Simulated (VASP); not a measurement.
# Ti (P6/mmm) in VASP: single point with r2SCAN

Aim: the single point of Ti with r2SCAN.

Everything below comes from runs of VASP 6.6.1. Logs are shortened: lines on timing, memory, paths and dates and some standing lists are left out, and cuts for length are marked.

**1. The cell of the first run**

It takes space group P6/mmm (No. 191, hexagonal). Conventional cell: a = 4.796 Å, b = 4.796 Å, c = 2.966 Å, α = 90.00°, β = 90.00°, γ = 120.00°. Ti (site symmetry 6/mmm) has 14 Ti at 2.97 to 3.14 Å within 3.9 Å. Ti (site symmetry -6m2) has 11 Ti at 2.77 to 3.14 Å within 3.6 Å.

This isn't the form of Ti at room conditions, which is hcp.

**2. Single point, r2SCAN (strain +0.050 along x and y, +0.050 along z)**

POSCAR reads:

```
Ti
1.0
    4.7964227915      0.0000000000      0.0000000000
   -2.3982113958      4.1538239847      0.0000000000
    0.0000000000      0.0000000000      2.9657910836
Ti
3
Direct
    0.0000000000      0.0000000000      0.0000000000
    0.3333333333      0.6666666667      0.5000000000
    0.6666666667      0.3333333333      0.5000000000
```

INCAR.step1 reads:

```
SYSTEM = Ti
PREC = Accurate
ENCUT = 520
ISMEAR = 0
SIGMA = 0.15
LREAL = .FALSE.
LASPH = .TRUE.
NELM = 80
NBANDS = 25
GGA = PE
ALGO = Normal
EDIFF = 1E-4
LWAVE = .TRUE.
LCHARG = .FALSE.
```

INCAR.step2 reads:

```
SYSTEM = Ti
PREC = Accurate
ENCUT = 520
EDIFF = 1E-6
ISMEAR = 0
SIGMA = 0.15
LREAL = .FALSE.
LASPH = .TRUE.
NELM = 80
ALGO = Normal
ISIF = 2
LWAVE = .FALSE.
LCHARG = .FALSE.
METAGGA = R2SCAN
LMIXTAU = .TRUE.
NBANDS = 25
ISTART = 1
```

KPOINTS reads:

```
regular mesh
0
G
  12 12 16
  0 0 0
```

Potentials or basis: VASP PAW PBE potentials, release 64 (Ti_sv).

Started as:

```
cat potpaw_PBE.64/Ti_sv/POTCAR > POTCAR
cp INCAR.step1 INCAR
mpirun -np 1 vasp_std > vasp.out
cp INCAR.step2 INCAR
mpirun -np 1 vasp_std > vasp.out
```

OUTCAR:

```text
SYSTEM = Ti
   PREC = Accurate
   ENCUT = 520
   EDIFF = 1E-6
   ISMEAR = 0
   LREAL = .FALSE.
   LASPH = .TRUE.
   NELM = 80
   ISIF = 2
   METAGGA = R2SCAN
   ISTART = 1

 ion  position               nearest neighbor table
   1  0.000  0.000  0.000-
   2  0.333  0.667  0.500-   3 2.77   3 2.77   3 2.77
   3  0.667  0.333  0.500-   2 2.77   2 2.77   2 2.77

  LATTYP: Found a hexagonal cell.
 ALAT       =     4.7964227915
 C/A-ratio  =     0.6183339569

  Lattice vectors:

 A1 = (   4.7964227915,   0.0000000000,   0.0000000000)
 A2 = (  -2.3982113958,   4.1538239847,   0.0000000000)
 A3 = (   0.0000000000,   0.0000000000,   2.9657910836)

Analysis of symmetry for initial positions (statically):
=====================================================================
 Subroutine PRICEL returns:
 Original cell was already a primitive cell.

 Routine SETGRP: Setting up the symmetry group for a
 hexagonal supercell.

 Subroutine GETGRP returns: Found 24 space group operations
 (whereof 24 operations were pure point group operations)
 out of a pool of 24 trial point group operations.

The static configuration has the point symmetry D_6h.

Analysis of symmetry for dynamics (positions and initial velocities):
=====================================================================
 Subroutine PRICEL returns:
 Original cell was already a primitive cell.

 Routine SETGRP: Setting up the symmetry group for a
 hexagonal supercell.

 Subroutine GETGRP returns: Found 24 space group operations
 (whereof 24 operations were pure point group operations)
 out of a pool of 24 trial point group operations.

The dynamic configuration has the point symmetry D_6h.

 Subroutine INISYM returns: Found 24 space group operations
 (whereof 24 operations are pure point group operations),
 and found     1 'primitive' translations

----------------------------------------------------------------------------------------

                                     Primitive cell

  volume of cell :      59.0889

  direct lattice vectors                    reciprocal lattice vectors
     4.796422792  0.000000000  0.000000000     0.208488710  0.120371013  0.000000000
    -2.398211396  4.153823985  0.000000000     0.000000000  0.240742026  0.000000000
     0.000000000  0.000000000  2.965791084     0.000000000  0.000000000  0.337178167

  length of vectors
     4.796422792  4.796422791  2.965791084     0.240742026  0.240742026  0.337178167

  position of ions in fractional coordinates (direct lattice)
     0.000000000  0.000000000  0.000000000
     0.333333333  0.666666667  0.500000000
     0.666666667  0.333333333  0.500000000

  ion indices of the primitive-cell ions
   primitive index   ion index
                 1           1
                 2           2
                 3           3

----------------------------------------------------------------------------------------

 KPOINTS: regular mesh

Automatic generation of k-mesh.
 Grid dimensions read from file:
 generate k-points for:   12   12   16

 Generating k-lattice:

  Cartesian coordinates                     Fractional coordinates (reciprocal lattice)
     0.017374059  0.010030918  0.000000000     0.083333333  0.000000000  0.000000000
     0.000000000  0.020061835  0.000000000     0.000000000  0.083333333  0.000000000
     0.000000000  0.000000000  0.021073635     0.000000000  0.000000000  0.062500000

  Length of vectors
     0.020061835  0.020061835  0.021073635

  Shift w.r.t. Gamma in fractional coordinates (k-lattice)
     0.000000000  0.000000000  0.000000000

 Subroutine IBZKPT returns following result:
 ===========================================

 Found    171 irreducible k-points:

 Following reciprocal coordinates:
            Coordinates               Weight
  0.000000  0.000000  0.000000      1.000000
  0.083333  0.000000  0.000000      6.000000
  0.166667 -0.000000  0.000000      6.000000
  0.250000 -0.000000  0.000000      6.000000
  0.333333  0.000000  0.000000      6.000000
  0.416667 -0.000000  0.000000      6.000000
[... 16 lines left out ...]
  0.250000 -0.000000  0.062500     12.000000
  0.333333  0.000000  0.062500     12.000000
 [... further k-points ...]
   k-points           NKPTS =    171   k-points in BZ     NKDIM =    171   number of bands    NBANDS=     25
   number of dos      NEDOS =    301   number of ions     NIONS =      3
   total plane-waves  NPLWV =  31104
   dimension x,y,z NGX =    36 NGY =   36 NGZ =   24
   dimension x,y,z NGXF=    72 NGYF=   72 NGZF=   48
   ions per type =               3
   NGX,Y,Z   is equivalent  to a cutoff of  12.48, 12.48, 13.45 a.u.
   NGXF,Y,Z  is equivalent  to a cutoff of  24.96, 24.96, 26.91 a.u.
 SYSTEM =  Ti
   PREC   = accura    normal or accurate (medium, high low for compatibility)
   ISTART =      1    job   : 0-new  1-cont  2-samecut
   ICHARG =      0    charge: 1-file 2-atom 10-const
   ISPIN  =      1    spin polarized calculation?
   LNONCOLLINEAR =      F non collinear calculations
   LSORBIT =      F    spin-orbit coupling
   LASPH  =      T    aspherical Exc in radial PAW
   ENCUT  =  520.0 eV  38.22 Ry    6.18 a.u.   8.92  8.92  5.51*2*pi/ulx,y,z
   NELM   =     80;   NELMIN=  2; NELMDL=  0     # of ELM steps
   EDIFF  = 0.1E-05   stopping-criterion for ELM
   LREAL  =      F    real-space projection
   EDIFFG = 0.1E-04   stopping-criterion for IOM
   NSW    =      0    number of steps for IOM
   IBRION =     -1    ionic relax: 0-MD 1-quasi-New 2-CG
   NFREE  =      0    steps in history (QN), initial steepest desc. (CG)
   ISIF   =      2    stress and relaxation
   ISYM   =      2    0-nonsym 1-usesym 2-fastsym
   POTIM  = 0.5000    time-step for ionic-motion
   TEBEG  =    0.0;   TEEND  =   0.0 temperature during run
   PSTRESS=    0.0 pullay stress
   NELECT =      36.0000    total number of electrons
   NUPDOWN=      -1.0000    fix difference up-down
   EMIN   =  10.00;   EMAX   =-10.00  energy-range for DOS
   EFERMI =   0.00;   METHOD = LEGACY
   ISMEAR =     0;   SIGMA  =   0.15  broadening in eV -4-tet -1-fermi 0-gaus
   EFERMI_NEDOS =   21; number of points for ismear=-14 and -15
   IALGO  =     38    algorithm
   IMIX   =      4    mixing-type and parameters
     AMIX     =   0.40;   BMIX     =  1.00
     AMIX_MAG =   1.60;   BMIX_MAG =  1.00
  volume/ion in A,a.u.               =      19.70       132.92
  Fermi-wavevector in a.u.,A,eV,Ry     =   1.387843  2.622643 26.206288  1.926108
  Thomas-Fermi vector in A             =   2.512025
   LORBIT       =      0    0 simple, 1 ext, 2 COOP (PROOUT), +10 PAW based schemes
   METAGGA = R2SCAN    functional components
   LHFCALC =     F    Hartree Fock is set to
   AEXX    =    0.0000 exact exchange contribution
   IVDW    =     0    specifies the selected vdW correction
   LEPSILON=     F    determine dielectric tensor
   LRPA    =     F    only Hartree local field effects (RPA)
 non-spin polarized calculation
 Gauss-broadening in eV      SIGMA  =   0.15
  energy-cutoff  :      520.00
  volume of cell :       59.09
 maximum number of plane-waves:      1619
 NGX is ok and might be reduce to    36
   NGX = 17   NGY = 17   NGZ = 11

 number of electron      35.9999993 magnetization

 Free energy of the ion-electron system (eV)
  ---------------------------------------------------
  ext. energy  EPLUGINS =         0.00000000
  ---------------------------------------------------
  free energy    TOTEN  =       -38.55963064 eV

  energy without entropy =      -38.53244057  energy(sigma->0) =      -38.54603561

 E-fermi :   6.9995     XC(G=0): -11.7666

 val. band max:        6.9981503897   @ k =   0.3333   0.2500   0.3125
 cond. band min:       7.0027515799   @ k =   0.3333   0.3333   0.1875
 fundamental gap:      0.0046011901
 Fermi energy:         6.9994548494

 k-point     1 :       0.0000    0.0000    0.0000
  band No.  band energies     occupation
      1     -52.5564      2.00000
      2     -52.2910      2.00000
      3     -52.1887      2.00000
      4     -27.7720      2.00000
      5     -27.7720      2.00000
      6     -27.6162      2.00000
[... 17 lines left out ...]
     24       8.6807      0.00000
     25       8.8247      0.00000

 k-point     2 :       0.0833    0.0000    0.0000
  band No.  band energies     occupation
      1     -52.5562      2.00000
      2     -52.2896      2.00000
      3     -52.1903      2.00000
      4     -27.7790      2.00000
      5     -27.7768      2.00000
      6     -27.6096      2.00000
[... 17 lines left out ...]
     24       8.5641      0.00000
     25       8.9744      0.00000

 k-point     3 :       0.1667   -0.0000    0.0000
  band No.  band energies     occupation
      1     -52.5554      2.00000
      2     -52.2858      2.00000
      3     -52.1950      2.00000
      4     -27.7955      2.00000
      5     -27.7842      2.00000
      6     -27.5938      2.00000
[... 17 lines left out ...]
     24       8.4609      0.00000
     25       9.1837      0.00000

 k-point     4 :       0.2500   -0.0000    0.0000
  band No.  band energies     occupation
      1     -52.5543      2.00000
      2     -52.2796      2.00000
      3     -52.2024      2.00000
      4     -27.8146      2.00000
      5     -27.7846      2.00000
      6     -27.5757      2.00000
[... 17 lines left out ...]
     24       8.6641      0.00000
     25       9.3872      0.00000
[... 477 lines left out ...]
 k-point    22 :       0.1667   -0.0000    0.0625
  band No.  band energies     occupation
      1     -52.5541      2.00000
      2     -52.2846      2.00000
      3     -52.1939      2.00000
      4     -27.7927      2.00000
      5     -27.7819      2.00000
      6     -27.5932      2.00000
[... 17 lines left out ...]
     24       8.4867      0.00000
     25       9.2299      0.00000

 k-point    23 :       0.2500   -0.0000    0.0625
  band No.  band energies     occupation
      1     -52.5530      2.00000
      2     -52.2784      2.00000
      3     -52.2012      2.00000
      4     -27.8114      2.00000
      5     -27.7826      2.00000
      6     -27.5758      2.00000
[... 17 lines left out ...]
     24       8.6522      0.00000
     25       9.4569      0.00000

 k-point    24 :       0.3333    0.0000    0.0625
  band No.  band energies     occupation
      1     -52.5521      2.00000
      2     -52.2706      2.00000
      3     -52.2101      2.00000
      4     -27.8276      2.00000
      5     -27.7745      2.00000
      6     -27.5610      2.00000
[... 17 lines left out ...]
     24       8.9145      0.00000
     25       9.3976      0.00000

 [... further k-points ...]
[... 5 lines left out ...]
  --------------------------------------------------------------------------------------
  -------------------------------------------------------------------------------------
  Total       -4.7134806     -4.7134806     -4.9784316      0.0000000     -0.0000000      0.0000000
  in kB     -127.8045183   -127.8045183   -134.9885773      0.0000000     -0.0000000      0.0000000
  external PRESSURE =    -130.1992046 kB  Pullay stress =       0.0000000 kB

 VOLUME and BASIS-vectors are now :
 -----------------------------------------------------------------------------
  energy-cutoff  :      520.00
  volume of cell :       59.09
      direct lattice vectors                 reciprocal lattice vectors
     4.796422792  0.000000000  0.000000000     0.208488710  0.120371013  0.000000000
    -2.398211396  4.153823985  0.000000000     0.000000000  0.240742026  0.000000000
     0.000000000  0.000000000  2.965791084     0.000000000  0.000000000  0.337178167

 POSITION                                       TOTAL-FORCE (eV/Angst)
 -----------------------------------------------------------------------------------
      0.00000      0.00000      0.00000        -0.000000      0.000000     -0.000000
     -0.00000      2.76922      1.48290        -0.000000      0.000000      0.000000
      2.39821      1.38461      1.48290         0.000000     -0.000000     -0.000000
 -----------------------------------------------------------------------------------
    total drift:                                0.000000      0.000000     -0.000000

  FREE ENERGIE OF THE ION-ELECTRON SYSTEM (eV)
  ---------------------------------------------------
  free  energy   TOTEN  =       -38.5596306368 eV

  energy  without entropy=      -38.5324405744  energy(sigma->0) =      -38.54603561
```

It took 24 min on 1 thread of Oxide Virtual Turin-like, shared host; peak memory 0.28 GiB.

Results:

| Quantity | Value |
| --- | --- |
| Free energy | -38.5596 eV |
| Pressure | -13.0 GPa |
| Band gap on the k mesh | zero (bands 18 and 19 overlap by 0.17 eV) |

Caveat: the cell differs from its parent crystal (strain +0.050 along x and y, +0.050 along z); the cell stands under tension; the PAW data sets were made with another functional, which shifts forces and pressure a little.
